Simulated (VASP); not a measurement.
# GaAs (F-43m) in VASP: single point with r2SCAN

Aim: the single point of GaAs with r2SCAN.

Program: VASP 6.6.1. These are calculated values, not measurements. Logs are shortened: lines on timing, memory, paths and dates and some standing lists are left out, and cuts for length are marked.

## 1. The cell of the first run

The structure is cubic, space group F-43m (No. 216). The conventional cell has a = 5.666 Å, b = 5.666 Å, c = 5.666 Å, α = 90.00°, β = 90.00°, γ = 90.00°. Within 3.2 Å of Ga (site symmetry -43m) lie 4 As at 2.45 Å. As (site symmetry -43m) has 4 Ga at 2.45 Å within 3.2 Å.

## 2. Single point, r2SCAN

POSCAR

```
GaAs
1.0
    5.6661215862      5.6661215862     -5.6661215862
   -5.6661215862     -5.6661215862     -5.6661215862
   -5.6661215862      5.6661215862      5.6661215862
Ga As
16 16
Direct
    0.2500000000      0.0000000000      0.7500000000
    0.5000000000      0.7500000000      0.7500000000
    0.7500000000      0.5000000000      0.7500000000
    0.7500000000      0.0000000000      0.2500000000
    0.0000000000      1.0000000000      0.0000000000
    0.2500000000      0.7500000000      0.0000000000
    0.5000000000      0.5000000000      0.0000000000
    0.7500000000      0.2500000000      0.0000000000
    0.0000000000      0.2500000000      0.7500000000
    0.5000000000      0.0000000000      0.5000000000
    0.7500000000      0.7500000000      0.5000000000
    0.0000000000      0.7500000000      0.2500000000
    0.2500000000      0.5000000000      0.2500000000
    0.5000000000      0.2500000000      0.2500000000
    0.0000000000      0.5000000000      0.5000000000
    0.2500000000      0.2500000000      0.5000000000
    0.2500000000      0.0000000000      0.0000000000
    0.5000000000      0.7500000000      0.0000000000
    0.7500000000      0.5000000000      0.0000000000
    0.7500000000      0.0000000000      0.5000000000
    0.0000000000      0.0000000000      0.2500000000
    0.2500000000      0.7500000000      0.2500000000
    0.5000000000      0.5000000000      0.2500000000
    0.7500000000      0.2500000000      0.2500000000
    0.0000000000      0.2500000000      0.0000000000
    0.5000000000      0.0000000000      0.7500000000
    0.7500000000      0.7500000000      0.7500000000
    0.0000000000      0.7500000000      0.5000000000
    0.2500000000      0.5000000000      0.5000000000
    0.5000000000      0.2500000000      0.5000000000
    0.0000000000      0.5000000000      0.7500000000
    0.2500000000      0.2500000000      0.7500000000
```

INCAR.step1

```
  PREC = Accurate
  ENCUT = 520
  ISMEAR = 0
  SIGMA = 0.01
  LREAL = Auto
  LASPH = True
  NELM = 80
  NBANDS = 166
  GGA = PE
  ALGO = Normal
  EDIFF = 1E-4
  LWAVE = True
  LCHARG = False
```

INCAR.step2

```
  PREC = Accurate
  ENCUT = 520
  EDIFF = 1E-6
  ISMEAR = 0
  SIGMA = 0.01
  LREAL = Auto
  LASPH = True
  NELM = 80
  ALGO = Normal
  ISIF = 2
  LWAVE = False
  LCHARG = False
  METAGGA = R2SCAN
  LMIXTAU = True
  NBANDS = 166
  ISTART = 1
```

KPOINTS

```
Automatic mesh
0
Gamma
  2 2 2
  0.5 0.5 0.5
```

Potentials or basis: VASP PAW PBE potentials, release 64 (Ga_d, As).

Started as:

```sh
cat potpaw_PBE.64/Ga_d/POTCAR potpaw_PBE.64/As/POTCAR > POTCAR
cp INCAR.step1 INCAR
mpirun -np 1 vasp_std > vasp.out
cp INCAR.step2 INCAR
mpirun -np 1 vasp_std > vasp.out
```

OUTCAR:

```text
PREC = Accurate
   ENCUT = 520
   EDIFF = 1E-6
   ISMEAR = 0
   LREAL = Auto
   LASPH = True
   NELM = 80
   ISIF = 2
   METAGGA = R2SCAN
   ISTART = 1

 ion  position               nearest neighbor table
   1  0.250  0.000  0.750-  17 2.45  26 2.45  28 2.45  32 2.45
   2  0.500  0.750  0.750-  18 2.45  26 2.45  27 2.45  29 2.45
   3  0.750  0.500  0.750-  19 2.45  27 2.45  30 2.45  31 2.45
   4  0.750  0.000  0.250-  18 2.45  20 2.45  21 2.45  24 2.45
   5  0.000  0.000  0.000-  17 2.45  21 2.45  25 2.45  27 2.45
   6  0.250  0.750  0.000-  17 2.45  18 2.45  22 2.45  31 2.45
[... 24 lines left out ...]
  31  0.000  0.500  0.750-   3 2.45   6 2.45   9 2.45  15 2.45
  32  0.250  0.250  0.750-   1 2.45   7 2.45   9 2.45  16 2.45

  LATTYP: Found a body centered cubic cell.
 ALAT       =    11.3322431724

  Lattice vectors:

 A1 = (   5.6661215862,   5.6661215862,  -5.6661215862)
 A2 = (  -5.6661215862,  -5.6661215862,  -5.6661215862)
 A3 = (  -5.6661215862,   5.6661215862,   5.6661215862)

Analysis of symmetry for initial positions (statically):
=====================================================================
 Subroutine PRICEL returns following result:

  LATTYP: Found a face centered cubic cell.
 ALAT       =     5.6661215862

  Lattice vectors:

 A1 = (  -2.8330607931,  -2.8330607931,   0.0000000000)
 A2 = (   0.0000000000,  -2.8330607931,   2.8330607931)
 A3 = (  -2.8330607931,   0.0000000000,   2.8330607931)

  16 primitive cells build up your supercell.

 Routine SETGRP: Setting up the symmetry group for a
 body centered cubic supercell.

 Subroutine GETGRP returns: Found 24 space group operations
 (whereof 24 operations were pure point group operations)
 out of a pool of 48 trial point group operations.

The static configuration has the point symmetry T_d .

Analysis of symmetry for dynamics (positions and initial velocities):
=====================================================================
 Subroutine PRICEL returns following result:

  LATTYP: Found a face centered cubic cell.
 ALAT       =     5.6661215862

  Lattice vectors:

 A1 = (  -2.8330607931,  -2.8330607931,   0.0000000000)
 A2 = (   0.0000000000,  -2.8330607931,   2.8330607931)
 A3 = (  -2.8330607931,   0.0000000000,   2.8330607931)

  16 primitive cells build up your supercell.

 Routine SETGRP: Setting up the symmetry group for a
 body centered cubic supercell.

[... 91 lines left out ...]
   PSTRESS=    0.0 pullay stress
   NELECT =     288.0000    total number of electrons
   NUPDOWN=      -1.0000    fix difference up-down
   EMIN   =  10.00;   EMAX   =-10.00  energy-range for DOS
   EFERMI =   0.00;   METHOD = LEGACY
   ISMEAR =     0;   SIGMA  =   0.01  broadening in eV -4-tet -1-fermi 0-gaus
   EFERMI_NEDOS =   21; number of points for ismear=-14 and -15
   IALGO  =     38    algorithm
   IMIX   =      4    mixing-type and parameters
     AMIX     =   0.40;   BMIX     =  1.00
     AMIX_MAG =   1.60;   BMIX_MAG =  1.00
  volume/ion in A,a.u.               =      22.74       153.45
  Fermi-wavevector in a.u.,A,eV,Ry     =   1.201987  2.271426 19.657327  1.444773
  Thomas-Fermi vector in A             =   2.337781
   LORBIT       =      0    0 simple, 1 ext, 2 COOP (PROOUT), +10 PAW based schemes
   METAGGA = R2SCAN    functional components
   LHFCALC =     F    Hartree Fock is set to
   AEXX    =    0.0000 exact exchange contribution
   IVDW    =     0    specifies the selected vdW correction
   LEPSILON=     F    determine dielectric tensor
   LRPA    =     F    only Hartree local field effects (RPA)
 non-spin polarized calculation
 Gauss-broadening in eV      SIGMA  =   0.01
  energy-cutoff  :      520.00
  volume of cell :      727.64
 maximum number of plane-waves:     19608
 NGX is ok and might be reduce to    80
   NGX = 37   NGY = 37   NGZ = 37

 number of electron     287.9999896 magnetization

 Free energy of the ion-electron system (eV)
  ---------------------------------------------------
  ext. energy  EPLUGINS =         0.00000000
  ---------------------------------------------------
  free energy    TOTEN  =      -432.90106619 eV

  energy without entropy =     -432.90106619  energy(sigma->0) =     -432.90106619

 E-fermi :   3.0062     XC(G=0): -10.2237

 val. band max:        2.9502727200   @ k =  -0.2500   0.2500   0.2500
 cond. band min:       5.3715860766   @ k =  -0.2500   0.2500   0.2500
 fundamental gap:      2.4213133566
 Fermi energy:         3.0062179134

 k-point     1 :       0.2500    0.2500    0.2500
  band No.  band energies     occupation
      1     -11.7042      2.00000
      2     -11.7042      2.00000
      3     -11.7042      2.00000
      4     -11.7042      2.00000
      5     -11.7042      2.00000
      6     -11.7042      2.00000
[... 148 lines left out ...]
    155       6.1363      0.00000
    156       6.1363      0.00000

 k-point     2 :      -0.2500    0.2500    0.2500
  band No.  band energies     occupation
      1     -11.7186      2.00000
      2     -11.7186      2.00000
      3     -11.7110      2.00000
      4     -11.7051      2.00000
      5     -11.7051      2.00000
      6     -11.7051      2.00000
[... 148 lines left out ...]
    155       6.6912      0.00000
    156       6.9622      0.00000
 [bands above 156 left out]

------------------------ aborting loop because EDIFF is reached ----------------------------------------

  FORCE on cell =-STRESS in cart. coord.  units (eV):
  Direction    XX          YY          ZZ          XY          YZ          ZX
  --------------------------------------------------------------------------------------
  -------------------------------------------------------------------------------------
  Total        0.6424750      0.6424750      0.6424750     -0.0000000     -0.0000000     -0.0000000
  in kB        1.4146505      1.4146505      1.4146505     -0.0000000     -0.0000000     -0.0000000
  external PRESSURE =       1.4146505 kB  Pullay stress =       0.0000000 kB

 VOLUME and BASIS-vectors are now :
 -----------------------------------------------------------------------------
  energy-cutoff  :      520.00
  volume of cell :      727.64
      direct lattice vectors                 reciprocal lattice vectors
     5.666121586  5.666121586 -5.666121586     0.000000000  0.088243782 -0.088243782
    -5.666121586 -5.666121586 -5.666121586    -0.088243782  0.000000000 -0.088243782
    -5.666121586  5.666121586  5.666121586    -0.088243782  0.088243782  0.000000000

 POSITION                                       TOTAL-FORCE (eV/Angst)
 -----------------------------------------------------------------------------------
     -2.83306      5.66612      2.83306        -0.000000      0.000000      0.000000
     -5.66612      2.83306     -2.83306        -0.000000      0.000000      0.000000
     -2.83306      5.66612     -2.83306        -0.000000     -0.000000     -0.000000
      2.83306      5.66612     -2.83306        -0.000000      0.000000      0.000000
      0.00000      0.00000      0.00000        -0.000000      0.000000      0.000000
     -2.83306     -2.83306     -5.66612        -0.000000      0.000000     -0.000000
[... 24 lines left out ...]
     -7.08265      1.41653      1.41653         0.000000     -0.000000     -0.000000
     -4.24959      4.24959      1.41653         0.000000     -0.000000     -0.000000
 -----------------------------------------------------------------------------------
    total drift:                               -0.003301      0.003301     -0.003293

  FREE ENERGIE OF THE ION-ELECTRON SYSTEM (eV)
  ---------------------------------------------------
  free  energy   TOTEN  =      -432.9010661945 eV

  energy  without entropy=     -432.9010661945  energy(sigma->0) =     -432.90106619
```

Wall time 74 min (1 thread of Oxide Virtual Turin-like, shared host); peak memory 1.2 GiB.

Results:

- Free energy: -432.9011 eV
- Pressure: 0.1 GPa
- Band gap on the k mesh: 2.42 eV

Caveat: the PAW data sets were made with another functional, which shifts forces and pressure a little; a shifted mesh leaves out Γ, where band edges can lie. A k mesh can miss the band edges.
